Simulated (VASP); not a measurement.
## InP: single point with PBE

InP:

```
In P
1.0
     3.91760    0.00000    0.00000
     0.00000    3.91760    0.00000
     1.95880    1.95880    2.77016
In P
1 1
Direct
  0.00000 0.00000 0.00000
  0.50000 0.50000 0.00000
```

| Item | Value |
| --- | --- |
| Program | VASP 6.6.1 |
| Task | single point |
| Functional | PBE |
| Potentials or basis | VASP PAW PBE potentials, release 64 (In_d, P) |
| Cutoff | 520 eV |
| k mesh | 9 × 9 × 12 |
| Occupations | gaussian, width 0.1 eV |
| Spin | no spin polarisation |

```json
{"Pressure": "-0.1 GPa", "Band gap on the k mesh": "zero (bands 9 and 10 overlap by 2.63 eV)"}
```

Levels at points of the mesh, in eV from the Fermi level:
```
           k point  band 7  band 8  band 9  band 10  band 11  band 12
(0.00, 0.00, 0.00)   -0.29   -0.28   -0.28     0.51     7.10     7.10
(0.00, 0.00, 0.50)   -4.93   -2.50   -2.33    -2.33     3.84     9.85
```

Run time: 6.1 min on 1 thread of Intel(R) Xeon(R) Platinum 8488C (Sapphire Rapids), with other jobs on the host, peak memory 0.43 GiB.

Caveat: spin-orbit coupling is left out, which moves the levels of the heavy elements.
